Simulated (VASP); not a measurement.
Here is a VASP 6.6.1 calculation.

The input INCAR:

```
SYSTEM = WS2
  PREC = Accurate
  ENCUT = 520
  EDIFF = 1E-6
  ISMEAR = 0
  SIGMA = 0.05
  LREAL = .False.
  LASPH = .True.
  NELM = 100
  ALGO = Normal
  ISIF = 2
  LWAVE = .False.
  LCHARG = .False.
  NBANDS = 35
```

KPOINTS

```
regular mesh
0
Gamma
  12 12 4
  0 0 0
```

POSCAR

```
WS2
1.0
    3.0699997110      0.0000000000      0.0000000000
   -1.5349998555      2.6586977394      0.0000000000
    0.0000000000      0.0000000000     11.9320752480
W S
2 4
Direct
    0.3333333333      0.6666666667      0.2500000000
    0.6666666667      0.3333333333      0.7500000000
    0.3333333333      0.6666666667      0.6420050976
    0.6666666667      0.3333333333      0.1420050976
    0.3333333333      0.6666666667      0.8579949024
    0.6666666667      0.3333333333      0.3579949024
```

Potentials or basis: VASP PAW LDA potentials, release 64 (W_sv, S).

Run with:

```bash
$ cat potpaw_LDA.64/W_sv/POTCAR potpaw_LDA.64/S/POTCAR > POTCAR
$ mpirun -np 1 vasp_std > vasp.out
```

**Question.** Predict the pressure.

**Answer.** 55.4 GPa.

**Question.** What does it give for the band gap on the k mesh?

**Answer.** Zero (band 26 reaches 9.43 eV, above the bottom of band 27 at 8.30 eV).

**Question.** Predict the largest force.

**Answer.** 8.951 eV/Å.

Forces in eV/Å, atoms in the order of the input:
```
W    0.000  0.000  0.000
W    0.000  0.000  0.000
S    0.000  0.000 -8.951
S    0.000  0.000 -8.951
S    0.000  0.000  8.951
S    0.000  0.000  8.951
```

Caveat: spin-orbit coupling is left out, which moves the levels of the heavy elements; forces of over 1 eV/Å act on the atoms, so gaps and moduli don't describe the material at rest.
